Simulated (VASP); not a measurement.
Runs of VASP 6.6.1 on P. The structure is that of space group Pmna (No. 53), or close to it. The cells are those of the table. 

| cell | gap on the mesh (eV) | largest force (eV/Å) |
| --- | --- | --- |
| a = 3.120, b = 33.114, c = 4.864 Å, 4 atoms | 1.05 | 0.99 |
| a = 3.202, b = 33.986, c = 4.400 Å, 4 atoms | 0.65 | 1.37 |
| a = 3.120, b = 33.114, c = 4.748 Å, 4 atoms | (a) | 0.98 |
| a = 3.120, b = 33.114, c = 4.632 Å, 4 atoms | (b) | 1.15 |
| a = 3.202, b = 33.986, c = 4.516 Å, 4 atoms | 0.82 | 0.95 |
| a = 3.120, b = 33.114, c = 4.400 Å, 4 atoms | 0.70 | 1.88 |
| a = 3.120, b = 33.114, c = 4.516 Å, 4 atoms | 0.88 | 1.47 |

Alike in all rows: task single point; level PBEsol; potentials or basis VASP PAW PBE potentials, release 64 (P); no spin polarisation; k mesh 8 × 1 × 6; cutoff (eV) 520; smearing gaussian 0.05 eV.

Question: Estimate the missing entries.

Answer: (a) 1.04; (b) 1.01.

Caveats: there is no dipole correction, which matters where the two faces differ; the PAW data sets were made with another functional, which shifts forces and pressure a little.

A k mesh can miss the band edges.
